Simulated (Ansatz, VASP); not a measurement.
Given: the input of a run of VASP 6.6.1 on RbBr.

Contents of INCAR:

```
ALGO     = Normal         # electronic algorithm
EDIFF    = 1E-6           # SCF threshold, eV
EDIFFG   = -0.005         # ionic threshold
ENCUT    = 600            # plane-wave cutoff, eV
GGA      = PE             # functional
IBRION   = 2              # ionic algorithm
ISIF     = 3              # what is computed and relaxed
ISMEAR   = -1             # smearing method
LASPH    = True           # aspherical terms in the spheres
LCHARG   = False          # write CHGCAR
LREAL    = False          # projectors in reciprocal space
LWAVE    = False          # write WAVECAR
NELM     = 100            # most SCF steps
NSW      = 80             # ionic steps
PREC     = Accurate       # precision mode
SIGMA    = 0.05           # smearing width, eV
```

Contents of KPOINTS:

```
k-points
0
Gamma
  5 5 5
```

File POSCAR:

```
RbBr
1.0
    4.1260773000      0.0000000000      0.0000000000
    0.0000000000      4.1260773000      0.0000000000
    0.0000000000      0.0000000000      4.1260773000
Rb Br
1 1
Direct
    0.0000000000      0.0000000000      0.0000000000
    0.5000000000      0.5000000000      0.5000000000
```

Potentials or basis: VASP PAW PBE potentials, release 64 (Rb_sv, Br).

Run with:

```console
$ cat potpaw_PBE.64/Rb_sv/POTCAR potpaw_PBE.64/Br/POTCAR > POTCAR
$ mpirun -np 1 vasp_std > vasp.out
```

Q: Set up the same calculation for Ansatz 0.2.0. Potentials there: all-electron LAPW, scalar-relativistic.

A: As run (the cutoff follows the program's own potentials):

File input.yaml:

```yaml
crystal:
  lattice:
    - [4.1260773, 0.0, 0.0]
    - [0.0, 4.1260773, 0.0]
    - [0.0, 0.0, 4.1260773]
  atoms:
    - { symbol: Rb, position: [0.0, 0.0, 0.0] }
    - { symbol: Br, position: [0.5, 0.5, 0.5] }
kpoints:
  mp_grid: { grid: [5, 5, 5] }
scf:
  occupations: { method: fermi_dirac, width: 0.05 }
hamiltonian:
  xc: pbe
  pseudopotentials: { kind: all_electron, lapw: { basis_error: 0.001 } }
output:
  forces: true
  stress: true
relax:
  f_tol: 0.005
  max_steps: 60
  cell: {}
```

Potentials or basis: all-electron LAPW, scalar-relativistic.

Launch:

```sh
$ ansatz run input.yaml --threads 1 --pin off --max-ram 3072MiB --backend cpu --events-out ev --progress --plain --runs-dir out
```

Both were run:

|  | VASP | Ansatz | Ansatz less VASP |
| --- | --- | --- | --- |
| relaxed volume (Å³/atom) | 37.04 | 36.85 | -0.187 |
| relaxed length of the cell vector where the two differ most in proportion (Å) | 4.200 | 4.193 | -0.0071 |

Ansatz ran all-electron here, and VASP with PAW potentials.
